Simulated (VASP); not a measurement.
Na2BrF:

```
F Na Br
1.0
     3.88869    0.00000    0.00000
     0.00000    3.88869    0.00000
     0.00000    0.00000    5.43057
F Na Br
1 2 1
Direct
  0.00000 0.00000 0.00000
  0.00000 0.00000 0.50000
  0.50000 0.50000 0.00000
  0.50000 0.50000 0.50000
```

Program: VASP 6.6.1. Alike in all runs: task single point; no spin polarisation; cell as given; smearing gaussian 0.01 eV.

Problem. Order these runs on this cell by their band gap on the k mesh, lowest first.
A. level r2SCAN; potentials or basis VASP PAW PBE potentials, release 64 (F, Na_pv, Br); k mesh 4 × 4 × 2; cutoff (eV) 660
B. level PBE; potentials or basis VASP PAW PBE potentials, release 64 (F, Na_pv, Br); k mesh 6 × 6 × 4; cutoff (eV) 600
C. level LDA; potentials or basis VASP PAW LDA potentials, release 64 (F, Na_pv, Br); k mesh 4 × 4 × 2; cutoff (eV) 600
D. level HSE06; potentials or basis VASP PAW PBE potentials, release 64 (F, Na_pv, Br); k mesh 4 × 4 × 2; cutoff (eV) 520; grid for exact exchange (PRECFOCK) Normal; share of exact exchange 0.25; screening parameter 0.2079 1/Å

Solution. C (4.28 eV), B (4.62 eV), A (5.40 eV), D (6.07 eV).

Caveats: some runs use coarse meshes.
